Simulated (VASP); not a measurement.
Input of a VASP 6.6.1 run:

POSCAR

```
PtS2
1.0
    3.5526240046      0.0000000000      0.0000000000
   -1.7763120023      3.0766626381      0.0000000000
    0.0000000000      0.0000000000      5.1228330609
Pt S
1 2
Direct
    0.0000000000      0.0000000000      0.0000000000
    0.3333333333      0.6666666667      0.2392541205
    0.6666666667      0.3333333333      0.7607458795
```

INCAR.step1

```
PREC = Accurate
ENCUT = 440
EDIFF = 1E-5
ISMEAR = 0
SIGMA = 0.01
LREAL = F
LASPH = T
NELM = 120
ALGO = Normal
ISIF = 2
LWAVE = T
LCHARG = F
GGA = PE
NBANDS = 18
GGA_COMPAT = F
```

Contents of INCAR.step2:

```
PREC = Accurate
ENCUT = 440
EDIFF = 1E-6
ISMEAR = 0
SIGMA = 0.01
LREAL = F
LASPH = T
NELM = 120
ALGO = Normal
ISIF = 2
LWAVE = F
LCHARG = F
METAGGA = R2SCAN
LHFCALC = T
AEXX = 0.1
LMIXTAU = T
PRECFOCK = Normal
ISTART = 1
NBANDS = 18
GGA_COMPAT = F
```

File KPOINTS:

```
Automatic mesh
0
Gamma
  6 6 4
```

Potentials or basis: VASP PAW PBE potentials, release 64 (Pt, S).

The run is started by

```bash
$ cat potpaw_PBE.64/Pt/POTCAR potpaw_PBE.64/S/POTCAR > POTCAR
$ cp INCAR.step1 INCAR
$ mpirun -np 1 vasp_std > vasp.out
$ cp INCAR.step2 INCAR
$ mpirun -np 1 vasp_std > vasp.out
```

Estimate the band gap on the k mesh.

1.44 eV (least direct gap 2.11 eV).

Estimate the largest force.

0.207 eV/Å.

What does it give for the pressure?

-0.3 GPa.

Forces in eV/Å, atoms in the order of the input:
```
Pt   0.000  0.000  0.000
S    0.000  0.000 -0.207
S    0.000  0.000  0.207
```

Caveat: the PAW data sets were made with another functional, which shifts forces and pressure a little; spin-orbit coupling is left out, which moves the levels of the heavy elements. A k mesh can miss the band edges.
